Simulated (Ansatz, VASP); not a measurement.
One calculation of CoO, two programs

Contents of INCAR:

```
SYSTEM = CoO
PREC = Accurate
ENCUT = 520
EDIFF = 1E-7
ISMEAR = 0
SIGMA = 0.05
LREAL = .FALSE.
LASPH = .TRUE.
NELM = 150
ALGO = Normal
ISIF = 2
LWAVE = .FALSE.
LCHARG = .FALSE.
ISPIN = 2
MAGMOM = 3 3 0 0
LORBIT = 11
LMAXMIX = 4
GGA = PE
NBANDS = 27
```

File KPOINTS:

```
Automatic mesh
0
G
  10 10 10
  0 0 0
```

The input POSCAR:

```
CoO
1.0
   -2.1245315500     -2.1245315500      4.2490631000
   -4.2490631000     -2.1245315500      2.1245315500
   -2.1245315500     -4.2490631000      2.1245315500
Co O
2 2
Direct
    0.0000000000      0.0000000000      0.0000000000
    0.5000000000      0.5000000000      0.5000000000
    1.2500000000     -0.7500000000     -0.7500000000
    1.7500000000     -0.2500000000     -0.2500000000
```

Input for Ansatz:

```yaml
crystal:
  lattice:
    - [-2.12453155, -2.12453155, 4.2490631]
    - [-4.2490631, -2.12453155, 2.12453155]
    - [-2.12453155, -4.2490631, 2.12453155]
  atoms:
    - { symbol: Co, position: [0.0, 0.0, 0.0], spin: 3.0 }
    - { symbol: O, position: [1.25, -0.75, -0.75] }
    - { symbol: Co, position: [0.5, 0.5, 0.5], spin: 3.0 }
    - { symbol: O, position: [1.75, -0.25, -0.25] }
basis:
  ecutwfc: 420
  ecutrho_ratio: 4
kpoints:
  mp_grid: { grid: [10, 10, 10] }
hamiltonian:
  xc: pbe
scf:
  occupations: { method: gaussian, width: 0.05 }
  lower_state_search: "off"
output:
  forces: true
  stress: true
  eigenvalues: true
  populations: true
magnetization:
  spin_polarized: true
```

Alike in both runs: task single point; functional PBE; k mesh 10 × 10 × 10; occupations gaussian, width 0.05 eV; collinear spin.

```csv
,VASP,Ansatz
version,VASP 6.6.1,Ansatz 0.2.0
potentials or method,"VASP PAW PBE potentials, release 64 (Co, O), cutoff 520 eV","scalar-relativistic, plane waves, PAW"
valence electrons in the cell,30,46
```

```tsv
	VASP	Ansatz	Ansatz less VASP
gap on the k mesh at the Fermi level (eV)	none	none	-
pressure (GPa)	-0.8	-0.2	+0.67
net moment per atom (μB)	1.45	1.47	+0.019
size of the moment on the site where the two differ most (μB)	2.55	2.50	-0.057
```

Site moments also hang on the region over which each program counts them. A gap of «none» marks a metal or a gap that the smearing closes. VASP's potentials hold 30 valence electrons a cell and Ansatz's 46, so a difference there can come from the potentials and not from the codes.
